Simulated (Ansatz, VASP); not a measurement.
**Two plane-wave programs on TiAl2**

INCAR

```
SYSTEM = TiAl2
  PREC = Accurate
  ENCUT = 600
  EDIFF = 1E-6
  ISMEAR = 0
  SIGMA = 0.1
  LREAL = .FALSE.
  LASPH = .TRUE.
  NELM = 60
  ALGO = Fast
  ISIF = 3
  LWAVE = .FALSE.
  LCHARG = .FALSE.
  GGA = PS
  IBRION = 2
  NSW = 100
  EDIFFG = -0.05
```

Contents of KPOINTS:

```
regular mesh
0
G
  6 6 6
  0 0 0
```

POSCAR

```
TiAl2
1.0
    1.9795500000     -6.0472000000      0.0000000000
    1.9795500000      6.0472000000      0.0000000000
    0.0000000000      0.0000000000      4.0315000000
Ti Al
2 4
Direct
    0.6490000000      0.3510000000      0.0000000000
    0.3510000000      0.6490000000      0.0000000000
    0.0000000000      0.0000000000      0.0000000000
    0.8240000000      0.1760000000      0.5000000000
    0.1760000000      0.8240000000      0.5000000000
    0.5000000000      0.5000000000      0.5000000000
```

Input for Ansatz:

```yaml
crystal:
  lattice:
    - [1.97955, -6.0472, 0.0]
    - [1.97955, 6.0472, 0.0]
    - [0.0, 0.0, 4.0315]
  atoms:
    - { symbol: Ti, position: [0.649, 0.351, 0.0] }
    - { symbol: Ti, position: [0.351, 0.649, 0.0] }
    - { symbol: Al, position: [0.0, 0.0, 0.0] }
    - { symbol: Al, position: [0.824, 0.176, 0.5] }
    - { symbol: Al, position: [0.176, 0.824, 0.5] }
    - { symbol: Al, position: [0.5, 0.5, 0.5] }
basis:
  ecutwfc: 420
kpoints:
  mp_grid: { grid: [6, 6, 6] }
hamiltonian:
  xc: pbesol
scf:
  occupations: { method: gaussian, width: 0.1 }
output:
  forces: true
  stress: true
  eigenvalues: true
relax:
  adjacent_minimum: "off"
  f_tol: 0.05
  max_steps: 80
  cell: { stress_tol: 0.5 }
```

Alike in both runs: task relaxation of cell and atoms; functional PBEsol; k mesh 6 × 6 × 6; occupations gaussian, width 0.1 eV; no spin polarisation.

```csv
,VASP,Ansatz
version,VASP 6.6.1,Ansatz 0.2.0
potentials or method,"VASP PAW PBE potentials, release 64 (Ti_sv, Al), cutoff 600 eV","scalar-relativistic, plane waves, PAW"
valence electrons in the cell,36,36
```

|  | VASP | Ansatz | Ansatz less VASP |
| --- | --- | --- | --- |
| gap on the k mesh at the Fermi level, each at its own relaxed structure (eV) | none | none | - |
| relaxed volume (Å³/atom) | 15.65 | 15.54 | -0.105 |
| relaxed cell length with the largest relative difference (Å) | 6.346 | 6.329 | -0.0164 |

VASP's potentials were made for PBE, not for PBEsol. A gap of «none» marks a metal or a gap that the smearing closes.
